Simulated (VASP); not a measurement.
Set up this calculation in VASP 6.6.1, as the native input.

* Task: single point
* Functional: PBE
* Potentials or basis: VASP PAW PBE potentials, release 64 (Hf_pv, O)
* Cutoff: 520 eV
* k mesh: 7 × 7 × 3
* Occupations: gaussian, width 0.05 eV
* Spin: no spin polarisation
* Dipole correction: no
* Further INCAR settings: ALGO = Normal; EDIFF = 1e-06; NBANDS = 43

The structure of HfO2 lies in POSCAR:

```
HfO2
1.0
    2.5488057606     -2.5488057606      0.0000000000
    2.5488057606      0.0000000000     -2.5488057606
    5.5222425609      4.8852960013      4.8852960013
Hf O
3 6
Direct
   -0.0590055550     -0.0590055550      0.7083500000
    0.3020944450      0.3020944450      0.3750166667
    0.6631944450      0.6631944450      0.0416833333
    0.6423694450      0.6423694450      0.2916833333
    0.9201694450     -0.0798305550      0.9583500000
    0.2812694450      0.2812694450      0.6250166667
    0.6007194450      0.6007194450      0.7916833333
    0.9618194450      0.9618194450      0.4583500000
    0.3229194450      0.3229194450      0.1250166667
```

One way to write it, as run:

INCAR

```
SYSTEM = HfO2
  ALGO = Normal
  EDIFF = 1E-6
  ENCUT = 520
  GGA = PE
  ISIF = 2
  ISMEAR = 0
  LASPH = .True.
  LCHARG = .False.
  LREAL = .False.
  LWAVE = .False.
  NBANDS = 43
  NELM = 100
  PREC = Accurate
  SIGMA = 0.05
```

KPOINTS

```
k-points
0
Gamma
  7 7 3
  0 0 0
```

Potentials or basis: VASP PAW PBE potentials, release 64 (Hf_pv, O).

Command:

```sh
$ cat potpaw_PBE.64/Hf_pv/POTCAR potpaw_PBE.64/O/POTCAR > POTCAR
$ mpirun -np 1 vasp_std > vasp.out
```

It gave:

- Pressure: 6.7 GPa
- Largest force: 9.939 eV/Å
- Band gap on the k mesh: 3.82 eV, indirect (least direct gap 3.99 eV)

Caveat: spin-orbit coupling is left out, which moves the levels of the heavy elements; forces of over 1 eV/Å act on the atoms, so gaps and moduli don't describe the material at rest.

Run time: 3.5 min on 1 thread of Intel(R) Xeon(R) Platinum 8375C CPU @ 2.90GHz (Ice Lake) (shared host), peak memory 0.31 GiB.
